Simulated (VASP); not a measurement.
Write the native input for VASP 6.6.1 that does the following.

```yaml
Task: single point
Functional: RPBE
Potentials_or_basis: VASP PAW PBE potentials, release 64 (Sn_d)
Cutoff: 520 eV
k_mesh: 12 × 12 × 4
Occupations: fermi-dirac, width 0.1 eV
Spin: no spin polarisation
Dipole_correction: no
Further_INCAR_settings: ALGO = Normal; EDIFF = 1e-06; NBANDS = 36
```

The structure of Sn lies in POSCAR:

```
Sn
1.0
    3.5131717017      0.0000000000      0.0000000000
   -1.7565858508      3.0424959415      0.0000000000
    0.0000000000      0.0000000000     11.5964306290
Sn
4
Direct
    0.0000000000      0.0000000000      1.0000000000
    0.0000000000      0.0000000000      0.5000000000
    0.3333333333      0.6666666667      0.2500000000
    0.6666666667      0.3333333333      0.7500000000
```

This isn't the form of Sn at room conditions, which is tetragonal (white tin).

The input as run:

INCAR

```
SYSTEM = Sn
PREC = Accurate
ENCUT = 520
EDIFF = 1E-6
ISMEAR = -1
SIGMA = 0.1
LREAL = .FALSE.
LASPH = .TRUE.
NELM = 60
ALGO = Normal
ISIF = 2
LWAVE = .FALSE.
LCHARG = .FALSE.
GGA = RP
NBANDS = 36
```

KPOINTS

```
Automatic mesh
0
G
  12 12 4
  0 0 0
```

Potentials or basis: VASP PAW PBE potentials, release 64 (Sn_d).

Launch:

```console
$ cat potpaw_PBE.64/Sn_d/POTCAR > POTCAR
$ mpirun -np 1 vasp_std > vasp.out
```

It gave:

```yaml
Pressure: -2.6 GPa
Band_gap_on_the_k_mesh: zero (bands 28 and 29 overlap by 7.33 eV)
```

Caveat: the PAW data sets were made with another functional, which shifts forces and pressure a little; spin-orbit coupling is left out, which moves the levels of the heavy elements.

It took 4.6 min on 1 thread of Intel Xeon 8259CL, with other jobs on the host, peak memory 0.36 GiB.
